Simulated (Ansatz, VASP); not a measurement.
## Ba in VASP and in Ansatz

```
CELL_PARAMETERS angstrom
7.61486 0.00000 0.00000
-3.80743 6.59466 0.00000
0.00000 0.00000 7.17292
ATOMIC_POSITIONS crystal
Ba 0.66751 0.00000 0.25000
Ba 0.00000 0.66751 0.25000
Ba 0.33249 0.33249 0.25000
Ba 0.33249 0.00000 0.75000
Ba 0.00000 0.33249 0.75000
Ba 0.66751 0.66751 0.75000
```

Alike in both runs: functional PBE; k mesh 3 × 3 × 2; occupations gaussian, width 0.1 eV; no spin polarisation.

Ansatz relaxed the structure, and its values are those at the end. VASP's run is a single point on that final structure, the one shown.

|  | VASP | Ansatz |
| --- | --- | --- |
| version | VASP 6.6.1 | Ansatz 0.2.0 |
| potentials or method | VASP PAW PBE potentials, release 64 (Ba_sv), cutoff 520 eV | scalar-relativistic, plane waves, PAW |
| valence electrons in the cell | 60 | 60 |

|  | VASP | Ansatz | Ansatz less VASP |
| --- | --- | --- | --- |
| gap on the k mesh at the Fermi level (eV) | none | none | - |
| pressure (GPa) | 0.2 | 0.1 | -0.06 |
| rms of the force components (eV/Å) | 0.009 | 0.009 | -0.0002 |

A gap of «none» marks a metal or a gap that the smearing closes. The functional is the same, so the differences come from potentials, cutoffs and numerics.

The k mesh is coarse, so the values compare programs but aren't converged. Neither program's run includes spin-orbit coupling.
